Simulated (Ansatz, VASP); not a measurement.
# AlN: VASP beside Ansatz

INCAR

```
SYSTEM = AlN
PREC = Accurate ; ENCUT = 520
EDIFF = 1E-7 ; ISMEAR = -1
SIGMA = 0.02 ; LREAL = .False.
LASPH = .True. ; NELM = 60
ALGO = Normal ; ISIF = 2
LWAVE = .False. ; LCHARG = .False.
GGA = PE ; NBANDS = 11
```

The input KPOINTS:

```
Automatic mesh
0
Gamma
  10 10 10
  0 0 0
```

POSCAR

```
AlN
1.0
    0.0000000000      2.0188684454      1.9560816368
    2.0188684454      0.0000000000      1.9560816368
    2.0188684454      2.0188684454      0.0000000000
Al N
1 1
Direct
    0.0000000000      0.0000000000      0.0000000000
    0.5000000000      0.5000000000      0.5000000000
```

Input for Ansatz:

```yaml
crystal:
  lattice:
    - [0.0, 2.0188684454, 1.9560816368]
    - [2.0188684454, 0.0, 1.9560816368]
    - [2.0188684454, 2.0188684454, 0.0]
  atoms:
    - { symbol: Al, position: [0.0, 0.0, 0.0] }
    - { symbol: "N", position: [0.5, 0.5, 0.5] }
kpoints:
  mp_grid: { grid: [10, 10, 10] }
  band_path:
    path:
      - [0.0, 0.0, 0.0]
      - [0.5, 0.0, 0.5]
      - [0.625, 0.25, 0.625]
      - [0.375, 0.375, 0.75]
      - [0.5, 0.5, 0.5]
      - [0.5, 0.25, 0.75]
    npoints: 1
hamiltonian:
  xc: pbe
scf:
  occupations: { method: fermi_dirac, width: 0.02 }
  n_extra_bands: 4
output:
  forces: true
  stress: true
  eigenvalues: true
```

Change from the starting cell: uniaxial_z strain -3.1%.

Alike in both runs: task single point; functional PBE; k mesh 10 × 10 × 10; occupations fermi-dirac, width 0.02 eV; no spin polarisation.

```csv
,VASP,Ansatz
version,VASP 6.6.1,Ansatz 0.2.0
potentials or method,"VASP PAW PBE potentials, release 64 (Al, N)","plane waves, PAW"
plane-wave cutoff (eV),520,420
valence electrons in the cell,8,8
```

Ansatz gave:

- gap on the k mesh at the Fermi level (eV): 4.72
- pressure (GPa): 16.3
- traceless stress, the component that is largest in VASP (GPa): 7.88

Estimate VASP's values.

gap on the k mesh at the Fermi level (eV): 4.70; pressure (GPa): 16.0; traceless stress, the component that is largest in VASP (GPa): 7.87.

The functional is the same, so the differences come from potentials, cutoffs and numerics.
